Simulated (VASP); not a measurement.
Runs of VASP 6.6.1 on Rh. The structure is that of space group Fd-3m (No. 227), or close to it. The cells are those of the table. This isn't the form of Rh at room conditions, which is fcc.

```tsv
cell	k mesh	gap on the mesh (eV)	pressure (GPa)
a = 3.847 Å, angles 60.0°, 2 atoms	17 × 17 × 17	none	5.9
a = 3.925 Å, angles 60.0°, 2 atoms	34 × 34 × 34	none	(a)
a = 3.820 Å, angles 60.0°, 2 atoms	17 × 17 × 17	none	9.4
a = 3.899 Å, angles 60.0°, 2 atoms	17 × 17 × 17	none	0.0
a = 3.951 Å, angles 60.0°, 2 atoms	34 × 34 × 34	none	-4.5
a = 3.873 Å, angles 60.0°, 2 atoms	17 × 17 × 17	none	(b)
```

Alike in all rows: task single point; level PBE; potentials or basis VASP PAW PBE potentials, release 64 (Rh_pv); no spin polarisation; cutoff (eV) 520; smearing fermi-dirac 0.0612256 eV.

**Question.** Fill in the values left out.

**Answer.** (a) -2.4; (b) 2.8.

Caveats: the cell stands under pressure (at least some runs); the cell stands under tension (at least some runs).

A k mesh can miss the band edges, and the runs leave out spin-orbit coupling on Rh.

A gap of «none» marks levels without a gap at the run's occupations.
